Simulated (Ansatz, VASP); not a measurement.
**PtSe2 in VASP and in Ansatz**

The input INCAR:

```
PREC = Accurate
ENCUT = 600
EDIFF = 1E-6
ISMEAR = -1
SIGMA = 0.1
LREAL = F
LASPH = T
NELM = 80
ALGO = Normal
ISIF = 3
LWAVE = F
LCHARG = F
GGA = PE
IVDW = 12
IBRION = 2
NSW = 60
EDIFFG = -0.01
```

File KPOINTS:

```
Automatic mesh
0
Gamma
  10 10 7
```

File POSCAR:

```
PtSe2
1.0
    3.7240000000      0.0000000000      0.0000000000
   -1.8620000000      3.2250786000      0.0000000000
    0.0000000000      0.0000000000      5.0620000000
Pt Se
1 2
Direct
    0.0000000000      0.0000000000      0.0000000000
    0.3333333300      0.6666666700      0.2500000000
    0.6666666700      0.3333333300      0.7500000000
```

Input for Ansatz:

```yaml
crystal:
  lattice:
    - [3.724, 0.0, 0.0]
    - [-1.862, 3.2250786, 0.0]
    - [0.0, 0.0, 5.062]
  atoms:
    - { symbol: Pt, position: [0.0, 0.0, 0.0] }
    - { symbol: Se, position: [0.33333333, 0.66666667, 0.25] }
    - { symbol: Se, position: [0.66666667, 0.33333333, 0.75] }
kpoints:
  mp_grid:
    grid: [10, 10, 7]
    shift: [0.0, 0.0, 0.0]
hamiltonian:
  xc: pbe
  dispersion: d3bj
scf:
  occupations:
    method: fermi_dirac
relax:
  max_steps: 40
  cell: {}
```

Alike in both runs: task relaxation of cell and atoms; functional PBE; dispersion D3(BJ); k mesh 10 × 10 × 7; no spin polarisation.

|  | VASP | Ansatz |
| --- | --- | --- |
| version | VASP 6.6.1 | Ansatz 0.2.0 |
| potentials or method | VASP PAW PBE potentials, release 64 (Pt, Se) | plane waves, PAW |
| plane-wave cutoff (eV) | 600 | 420 |
| occupations | fermi-dirac, width 0.1 eV | fermi-dirac |
| valence electrons in the cell | 22 | 50 |

VASP gave:

* relaxed volume (Å³/atom): 19.77
* relaxed cell length with the largest relative difference (Å): 4.811

Q: What did Ansatz give for the same quantities?

A: Relaxed volume (Å³/atom): 19.79; relaxed cell length with the largest relative difference (Å): 4.820.

VASP's potentials hold 22 valence electrons a cell and Ansatz's 50, so a difference there can come from the potentials and not from the codes.

Spin-orbit coupling is off throughout.
